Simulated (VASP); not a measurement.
# Rb in VASP: notebook, part 2 of 2

VASP 6.6.1.

## 4. Single point, PBEsol (strain -0.030 along x and y, +0.000 along z)

The input, INCAR:

```
PREC = Accurate ; ENCUT = 520
EDIFF = 1E-6 ; ISMEAR = 0
SIGMA = 0.15 ; LREAL = F
LASPH = T ; NELM = 60
ALGO = Fast ; ISIF = 2
LWAVE = F ; LCHARG = F
GGA = PS ; NBANDS = 10
```

The input, KPOINTS:

```
Automatic mesh
0
Gamma
  12 12 12
```

The input, POSCAR:

```
Rb
1.0
   -2.7218200000      2.7218200000      2.8060000000
    2.7218200000     -2.7218200000      2.8060000000
    2.7218200000      2.7218200000     -2.8060000000
Rb
1
Direct
    0.0000000000      0.0000000000      0.0000000000
```

Potentials or basis: VASP PAW PBE potentials, release 64 (Rb_sv).

Run with:

```sh
$ cat potpaw_PBE.64/Rb_sv/POTCAR > POTCAR
$ mpirun -np 1 vasp_std > vasp.out
```

OUTCAR:

```text
PREC = Accurate
   ENCUT = 520
   EDIFF = 1E-6
   ISMEAR = 0
   LREAL = F
   LASPH = T
   NELM = 60
   ISIF = 2
   GGA = PS

 ion  position               nearest neighbor table
   1  0.000  0.000  0.000-

  LATTYP: Found a body centered tetragonal cell.
 ALAT       =     5.4436400000
 C/A-ratio  =     1.0309278351

  Lattice vectors:

 A1 = (  -2.7218200000,   2.7218200000,   2.8060000000)
 A2 = (   2.7218200000,  -2.7218200000,   2.8060000000)
 A3 = (   2.7218200000,   2.7218200000,  -2.8060000000)

Analysis of symmetry for initial positions (statically):
=====================================================================
 Subroutine PRICEL returns:
 Original cell was already a primitive cell.

 Routine SETGRP: Setting up the symmetry group for a
 body centered tetragonal supercell.

 Subroutine GETGRP returns: Found 16 space group operations
 (whereof 16 operations were pure point group operations)
 out of a pool of 16 trial point group operations.

The static configuration has the point symmetry D_4h.

Analysis of symmetry for dynamics (positions and initial velocities):
[... 163 lines left out ...]
 Fermi energy:         0.1463317985

 k-point     1 :       0.0000    0.0000    0.0000
  band No.  band energies     occupation
      1     -28.6586      2.00000
      2     -12.6950      2.00000
      3     -12.6950      2.00000
      4     -12.6948      2.00000
      5      -1.9470      2.00000
      6       3.8621      0.00000
      7       3.8621      0.00000
      8       4.0236      0.00000
      9       4.8105      0.00000
     10       5.0386      0.00000
[... 287 lines left out ...]
 k-point    24 :      -0.4167    0.1667    0.0000
  band No.  band energies     occupation
      1     -28.6531      2.00000
      2     -12.7958      2.00000
      3     -12.7329      2.00000
      4     -12.7050      2.00000
      5      -0.4095      2.00000
      6       2.0167      0.00000
      7       2.6383      0.00000
      8       4.5244      0.00000
      9       4.9673      0.00000
     10       5.5127      0.00000

 [... further k-points ...]

------------------------ aborting loop because EDIFF is reached ----------------------------------------

  FORCE on cell =-STRESS in cart. coord.  units (eV):
  Direction    XX          YY          ZZ          XY          YZ          ZX
  --------------------------------------------------------------------------------------
  -------------------------------------------------------------------------------------
  Total        0.0660010      0.0660010      0.0621293      0.0000000      0.0000000      0.0000000
  in kB        1.2717301      1.2717301      1.1971288      0.0000000      0.0000000      0.0000000
  external PRESSURE =       1.2468630 kB  Pullay stress =       0.0000000 kB

 VOLUME and BASIS-vectors are now :
 -----------------------------------------------------------------------------
  energy-cutoff  :      520.00
  volume of cell :       83.15
      direct lattice vectors                 reciprocal lattice vectors
    -2.721820000  2.721820000  2.806000000     0.000000000  0.183700612  0.178189594
     2.721820000 -2.721820000  2.806000000     0.183700612  0.000000000  0.178189594
     2.721820000  2.721820000 -2.806000000     0.183700612  0.183700612  0.000000000

 POSITION                                       TOTAL-FORCE (eV/Angst)
 -----------------------------------------------------------------------------------
      0.00000      0.00000      0.00000        -0.000000     -0.000000     -0.000000
 -----------------------------------------------------------------------------------
    total drift:                               -0.000000     -0.000000      0.000000

  FREE ENERGIE OF THE ION-ELECTRON SYSTEM (eV)
  ---------------------------------------------------
  free  energy   TOTEN  =        -1.0278213629 eV

  energy  without entropy=       -1.0167165371  energy(sigma->0) =       -1.02226895
```

OSZICAR:

```text
N       E                     dE             d eps       ncg     rms          rms(c)
DAV:   1     0.418218817013E+02    0.41822E+02   -0.33695E+03  3260   0.668E+02
DAV:   2     0.166495935483E+01   -0.40157E+02   -0.38999E+02  3666   0.126E+02
DAV:   3    -0.913149462396E+00   -0.25781E+01   -0.25686E+01  4290   0.319E+01
DAV:   4    -0.102640873606E+01   -0.11326E+00   -0.11271E+00  4612   0.571E+00
DAV:   5    -0.102848792305E+01   -0.20792E-02   -0.20788E-02  4444   0.677E-01    0.127E+00
RMM:   6    -0.102764049598E+01    0.84743E-03   -0.18174E-03  3923   0.260E-01    0.784E-01
RMM:   7    -0.102774922866E+01   -0.10873E-03   -0.41639E-03  4134   0.377E-01    0.555E-02
RMM:   8    -0.102781410554E+01   -0.64877E-04   -0.24389E-04  4932   0.981E-02    0.897E-03
RMM:   9    -0.102781991605E+01   -0.58105E-05   -0.59344E-05  5482   0.369E-02    0.721E-03
RMM:  10    -0.102782120971E+01   -0.12937E-05   -0.94397E-06  5220   0.171E-02    0.423E-03
RMM:  11    -0.102782136291E+01   -0.15320E-06   -0.39617E-06  4514   0.883E-03
   1 F= -.10278214E+01 E0= -.10222689E+01  d E =-.111048E-01
```

Wall time 4 min (1 thread of AMD EPYC 7R13, shared host); peak memory 0.26 GiB.

Results:

```yaml
Free_energy: -1.0278 eV
Pressure: 0.1 GPa
```

Caveat: the cell differs from its parent crystal (strain -0.030 along x and y, +0.000 along z); the PAW data sets were made with another functional, which shifts forces and pressure a little.

## 5. Single point, PBEsol (strain -0.015 along x and y, -0.030 along z)

The input, INCAR:

```
PREC = Accurate ; ENCUT = 520
EDIFF = 1E-6 ; ISMEAR = 0
SIGMA = 0.15 ; LREAL = False
LASPH = True ; NELM = 100
ALGO = Fast ; ISIF = 2
LWAVE = False ; LCHARG = False
GGA = PS ; NBANDS = 10
```

KPOINTS is that of step 4.

The input, POSCAR:

```
Rb
1.0
   -2.7639100000      2.7639100000      2.7218200000
    2.7639100000     -2.7639100000      2.7218200000
    2.7639100000      2.7639100000     -2.7218200000
Rb
1
Direct
    0.0000000000      0.0000000000      0.0000000000
```

Potentials or basis: VASP PAW PBE potentials, release 64 (Rb_sv).

Run with:

```sh
$ cat potpaw_PBE.64/Rb_sv/POTCAR > POTCAR
$ mpirun -np 1 vasp_std > vasp.out
```

OUTCAR:

```text
PREC = Accurate
   ENCUT = 520
   EDIFF = 1E-6
   ISMEAR = 0
   LREAL = False
   LASPH = True
   NELM = 100
   ISIF = 2
   GGA = PS

 ion  position               nearest neighbor table
   1  0.000  0.000  0.000-

  LATTYP: Found a body centered tetragonal cell.
 ALAT       =     5.5278200000
 C/A-ratio  =     0.9847715736

  Lattice vectors:

 A1 = (  -2.7639100000,   2.7639100000,   2.7218200000)
 A2 = (   2.7639100000,  -2.7639100000,   2.7218200000)
 A3 = (   2.7639100000,   2.7639100000,  -2.7218200000)

Analysis of symmetry for initial positions (statically):
=====================================================================
 Subroutine PRICEL returns:
 Original cell was already a primitive cell.

 Routine SETGRP: Setting up the symmetry group for a
 body centered tetragonal supercell.

 Subroutine GETGRP returns: Found 16 space group operations
 (whereof 16 operations were pure point group operations)
 out of a pool of 16 trial point group operations.

The static configuration has the point symmetry D_4h.

Analysis of symmetry for dynamics (positions and initial velocities):
=====================================================================
 Subroutine PRICEL returns:
 Original cell was already a primitive cell.

 Routine SETGRP: Setting up the symmetry group for a
 body centered tetragonal supercell.

 Subroutine GETGRP returns: Found 16 space group operations
 (whereof 16 operations were pure point group operations)
 out of a pool of 16 trial point group operations.

The dynamic configuration has the point symmetry D_4h.

 Subroutine INISYM returns: Found 16 space group operations
 (whereof 16 operations are pure point group operations),
 and found     1 'primitive' translations

----------------------------------------------------------------------------------------

                                     Primitive cell

  volume of cell :      83.1701
[... 105 lines left out ...]
   IMIX   =      4    mixing-type and parameters
     AMIX     =   0.40;   BMIX     =  1.00
     AMIX_MAG =   1.60;   BMIX_MAG =  1.00
  volume/ion in A,a.u.               =      83.17       561.26
  Fermi-wavevector in a.u.,A,eV,Ry     =   0.780129  1.474231  8.280530  0.608602
  Thomas-Fermi vector in A             =   1.883377
   LORBIT       =      0    0 simple, 1 ext, 2 COOP (PROOUT), +10 PAW based schemes
   GGA     = PS    functional components
   LHFCALC =     F    Hartree Fock is set to
   AEXX    =    0.0000 exact exchange contribution
   IVDW    =     0    specifies the selected vdW correction
   LEPSILON=     F    determine dielectric tensor
   LRPA    =     F    only Hartree local field effects (RPA)
 non-spin polarized calculation
 RMM-DIIS sequential band-by-band and
 Gauss-broadening in eV      SIGMA  =   0.15
  energy-cutoff  :      520.00
  volume of cell :       83.17
 maximum number of plane-waves:      2270
   NGX = 17   NGY = 17   NGZ = 17

 number of electron       9.0000000 magnetization

 Free energy of the ion-electron system (eV)
  ---------------------------------------------------
  ext. energy  EPLUGINS =         0.00000000
  ---------------------------------------------------
  free energy    TOTEN  =        -1.02786101 eV

  energy without entropy =       -1.01669007  energy(sigma->0) =       -1.02227554

 E-fermi :   0.1452     XC(G=0):  -5.7498

 val. band max:        0.1267347490   @ k =   0.5000   0.2500   0.0000
 cond. band min:       0.1530544406   @ k =   0.2500   0.2500   0.0000
 fundamental gap:      0.0263196916
 Fermi energy:         0.1452245170

 k-point     1 :       0.0000    0.0000    0.0000
  band No.  band energies     occupation
      1     -28.6593      2.00000
      2     -12.6956      2.00000
      3     -12.6956      2.00000
      4     -12.6956      2.00000
      5      -1.9472      2.00000
      6       3.8570      0.00000
      7       3.9408      0.00000
      8       3.9408      0.00000
      9       4.8655      0.00000
     10       4.9827      0.00000
[... 287 lines left out ...]
 k-point    24 :      -0.4167    0.1667   -0.0000
  band No.  band energies     occupation
      1     -28.6538      2.00000
      2     -12.7955      2.00000
      3     -12.7343      2.00000
      4     -12.7052      2.00000
      5      -0.4219      2.00000
      6       2.0575      0.00000
      7       2.5993      0.00000
      8       4.5824      0.00000
      9       4.9179      0.00000
     10       5.4824      0.00000

 [... further k-points ...]
[... 5 lines left out ...]
  --------------------------------------------------------------------------------------
  -------------------------------------------------------------------------------------
  Total        0.0634687      0.0634687      0.0659386      0.0000000      0.0000000     -0.0000000
  in kB        1.2226532      1.2226532      1.2702315      0.0000000      0.0000000     -0.0000000
  external PRESSURE =       1.2385126 kB  Pullay stress =       0.0000000 kB

 VOLUME and BASIS-vectors are now :
 -----------------------------------------------------------------------------
  energy-cutoff  :      520.00
  volume of cell :       83.17
      direct lattice vectors                 reciprocal lattice vectors
    -2.763910000  2.763910000  2.721820000     0.000000000  0.180903141  0.183700612
     2.763910000 -2.763910000  2.721820000     0.180903141  0.000000000  0.183700612
     2.763910000  2.763910000 -2.721820000     0.180903141  0.180903141  0.000000000

 POSITION                                       TOTAL-FORCE (eV/Angst)
 -----------------------------------------------------------------------------------
      0.00000      0.00000      0.00000         0.000000     -0.000000     -0.000000
 -----------------------------------------------------------------------------------
    total drift:                               -0.000000     -0.000000      0.000000

  FREE ENERGIE OF THE ION-ELECTRON SYSTEM (eV)
  ---------------------------------------------------
  free  energy   TOTEN  =        -1.0278610141 eV

  energy  without entropy=       -1.0166900724  energy(sigma->0) =       -1.02227554
```

OSZICAR:

```text
N       E                     dE             d eps       ncg     rms          rms(c)
DAV:   1     0.408628833340E+02    0.40863E+02   -0.33586E+03  3260   0.665E+02
DAV:   2     0.157222549006E+01   -0.39291E+02   -0.38462E+02  3660   0.126E+02
DAV:   3    -0.922934827629E+00   -0.24952E+01   -0.24854E+01  4382   0.314E+01
DAV:   4    -0.102690485259E+01   -0.10397E+00   -0.10368E+00  4524   0.549E+00
DAV:   5    -0.102852037965E+01   -0.16155E-02   -0.16154E-02  4424   0.633E-01    0.127E+00
RMM:   6    -0.102767549083E+01    0.84489E-03   -0.18173E-03  3937   0.258E-01    0.784E-01
RMM:   7    -0.102778757365E+01   -0.11208E-03   -0.41706E-03  4152   0.376E-01    0.555E-02
RMM:   8    -0.102785365055E+01   -0.66077E-04   -0.25279E-04  4927   0.980E-02    0.902E-03
RMM:   9    -0.102785951546E+01   -0.58649E-05   -0.58724E-05  5464   0.370E-02    0.730E-03
RMM:  10    -0.102786084659E+01   -0.13311E-05   -0.96511E-06  5253   0.171E-02    0.423E-03
RMM:  11    -0.102786101409E+01   -0.16750E-06   -0.41962E-06  4504   0.889E-03
   1 F= -.10278610E+01 E0= -.10222755E+01  d E =-.111709E-01
```

stdout:

```text
POSCAR found type information on POSCAR Rb
 POSCAR found :  1 types and       1 ions
 scaLAPACK will be used
 -----------------------------------------------------------------------------
|                                                                             |
|                                                                             |
|     You enforced a specific xc type in the INCAR file but a different       |
|     I HOPE YOU KNOW WHAT YOU ARE DOING!                                     |
|                                                                             |
 -----------------------------------------------------------------------------

 LDA part: xc-table for (Slater+PW92), standard interpolation
 POSCAR, INCAR and KPOINTS ok, starting setup
 FFT: planning ... GRIDC
 FFT: planning ... GRID_SOFT
 FFT: planning ... GRID
 WAVECAR not read
 entering main loop
WARNING in EDDRMM: call to ZHEGV failed, returncode =   8  4      5
```

It took 3.2 min on 1 thread of AMD EPYC 7R13, shared host; peak memory 0.26 GiB.

Results:

```
Free energy : -1.0279 eV
Pressure    : 0.1 GPa
```

Levels at points of the mesh, in eV from the Fermi level:
```
           k point  band 2  band 3  band 4  band 5  band 6  band 7  band 8  band 9
(0.00, 0.00, 0.00)  -12.84  -12.84  -12.84   -2.09    3.71    3.80    3.80    4.72
(0.50, 0.00, 0.00)  -12.97  -12.88  -12.84    0.23    0.87    2.57    4.48    5.40
(0.50, 0.50, 0.00)  -12.97  -12.88  -12.84    0.20    0.83    2.66    4.42    5.40
(0.50, 0.50, 0.50)  -12.94  -12.94  -12.93    1.18    1.23    3.44    3.44    3.59
```

Caveat: the cell differs from its parent crystal (strain -0.015 along x and y, -0.030 along z); the PAW data sets were made with another functional, which shifts forces and pressure a little.

## 6. Overview

```csv
cell,gap on the mesh (eV),pressure (GPa)
"a = 4.714 Å, angles 109.5°, 1 atom",none,0.2
"a = 5.006 Å, angles 109.5°, 1 atom",none,-0.3
"a = 4.763 Å, angles 110.3, 110.3, 107.8°, 1 atom",none,0.1
"a = 4.763 Å, angles 109.1, 109.1, 110.3°, 1 atom",none,0.1
```

Alike in all rows: task single point; level PBEsol; potentials or basis VASP PAW PBE potentials, release 64 (Rb_sv); no spin polarisation; k mesh 12 × 12 × 12; cutoff (eV) 520; smearing gaussian 0.15 eV.

Caveats: the PAW data sets were made with another functional, which shifts forces and pressure a little.

Absolute energies hang on the potentials; compare differences alone.
